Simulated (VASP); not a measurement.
# Ru: single point with PBE

The system is Ru.

```xyz
2
Lattice="2.3824 0.0000 0.0000 -1.1912 2.0632 0.0000 0.0000 0.0000 3.8099" Properties=species:S:1:pos:R:3 pbc="T T T"
Ru    0.0000    1.3755    0.9525
Ru    1.1912    0.6877    2.8574
```

```yaml
Program: VASP 6.6.1
Task: single point
Functional: PBE
Potentials_or_basis: VASP PAW PBE potentials, release 64 (Ru_pv)
Cutoff: 520 eV
k_mesh: 18 × 18 × 10
Occupations: fermi-dirac, width 0.08 eV
Spin: no spin polarisation
```

```json
{
 "Pressure": "298.4 GPa",
 "Band gap on the k mesh": "zero (band 14 reaches 23.63 eV, above the bottom of band 15 at 18.05 eV)"
}
```

Stress tensor (GPa, compression positive):
```
298.32   0.00   0.00
  0.00 298.32   0.00
  0.00   0.00 298.64
```

Levels at points of the mesh, in eV from the Fermi level:
| k point | band 11 | band 12 | band 13 | band 14 | band 15 | band 16 | band 17 | band 18 |
| --- | --- | --- | --- | --- | --- | --- | --- | --- |
| (0.00, 0.00, 0.00) | -4.40 | -3.38 | -3.38 | -2.32 | -2.32 | 1.93 | 1.93 | 2.28 |
| (0.50, 0.00, 0.00) | -3.33 | -2.44 | -2.05 | 2.71 | 3.42 | 3.44 | 6.93 | 9.74 |
| (0.00, 0.00, 0.50) | -4.77 | -4.77 | -3.74 | -3.74 | 0.98 | 0.98 | 0.98 | 0.98 |
| (0.50, 0.00, 0.50) | -1.84 | -1.84 | 0.99 | 0.99 | 3.14 | 3.14 | 5.63 | 5.63 |

Run time: 120 s on 1 thread of AMD EPYC 7R13, with other jobs on the host, peak memory 0.15 GiB.
